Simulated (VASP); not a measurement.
Wanted: the native input for a VASP 6.6.1 run.

- Task: electric field gradients
- Functional: PBE
- Potentials or basis: VASP PAW PBE potentials, release 64 (Bi_d, Se)
- Cutoff: 520 eV
- k mesh: 6 × 6 × 6
- Occupations: fermi-dirac, width 0.03 eV
- Spin: no spin polarisation
- Dipole correction: no
- Further INCAR settings: ALGO = Normal; EDIFF = 1e-08; NBANDS = 32

The structure of Bi2Se3 lies in POSCAR:

```
Bi2Se3
1.0
    2.1121272447      1.2194372332      9.7325408622
   -2.1121272447      1.2194372332      9.7325408622
    0.0000000000     -2.4388744666      9.7325408622
Bi Se
2 3
Direct
    0.4008000000      0.4008000000      0.4008000000
    0.5992000000      0.5992000000      0.5992000000
    0.0000000000      0.0000000000      0.0000000000
    0.2117000000      0.2117000000      0.2117000000
    0.7883000000      0.7883000000      0.7883000000
```

These files were run (other wordings do the same):

INCAR

```
SYSTEM = Bi2Se3
PREC = Accurate ; ENCUT = 520
EDIFF = 1E-8 ; ISMEAR = -1
SIGMA = 0.03 ; LREAL = .False.
LASPH = .True. ; NELM = 60
ALGO = Normal ; ISIF = 2
LWAVE = .False. ; LCHARG = .False.
GGA = PE ; LEFG = .True.
NBANDS = 32
```

KPOINTS

```
Automatic mesh
0
Gamma
  6 6 6
  0 0 0
```

Potentials or basis: VASP PAW PBE potentials, release 64 (Bi_d, Se).

Launch:

```console
$ cat potpaw_PBE.64/Bi_d/POTCAR potpaw_PBE.64/Se/POTCAR > POTCAR
$ mpirun -np 1 vasp_std > vasp.out
```

It gave:

```json
{
 "Pressure": "-0.9 GPa",
 "Largest force": "0.238 eV/Å",
 "Band gap on the k mesh": "0.26 eV",
 "Largest electric field gradient by atom": "Bi +5.8; Se +73.1, -13.4 (each value once) V/Å²"
}
```

Caveat: without QUAD_EFG the Cq values of the log hold for a quadrupole moment of 1 mb, not for the nuclei; spin-orbit coupling is left out, which moves the levels of the heavy elements.

It took 9.9 min on 1 thread of Intel(R) Xeon(R) Platinum 8488C (Sapphire Rapids) (shared host), peak memory 0.94 GiB.
